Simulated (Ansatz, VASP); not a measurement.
**TaN: VASP beside Ansatz**

```
Ta N
1.0
     3.07020    0.00000    0.00000
    -1.53510    2.65887    0.00000
     0.00000    0.00000    2.76310
Ta N
1 1
Direct
  0.33333 0.66667 0.50000
  0.00000 0.00000 0.00000
```

Alike in both runs: task single point; functional PBEsol; k mesh 18 × 18 × 16; occupations gaussian, width 0.15 eV; no spin polarisation.

|  | VASP | Ansatz |
| --- | --- | --- |
| version | VASP 6.6.1 | Ansatz 0.2.0 |
| potentials or method | VASP PAW PBE potentials, release 64 (Ta_pv, N), cutoff 520 eV | scalar-relativistic, plane waves, PAW |
| valence electrons in the cell | 16 | 18 |

|  | VASP | Ansatz | Ansatz less VASP |
| --- | --- | --- | --- |
| gap on the k mesh at the Fermi level (eV) | none | none | - |
| pressure (GPa) | -14.6 | -15.2 | -0.65 |
| traceless stress, the component that is largest in VASP (GPa) | 33.62 | 33.49 | -0.130 |

VASP's potentials were made for PBE, not for PBEsol. A gap of «none» marks a metal or a gap that the smearing closes. VASP's potentials hold 16 valence electrons a cell and Ansatz's 18, so a difference there can come from the potentials and not from the codes.

Spin-orbit coupling is off throughout.
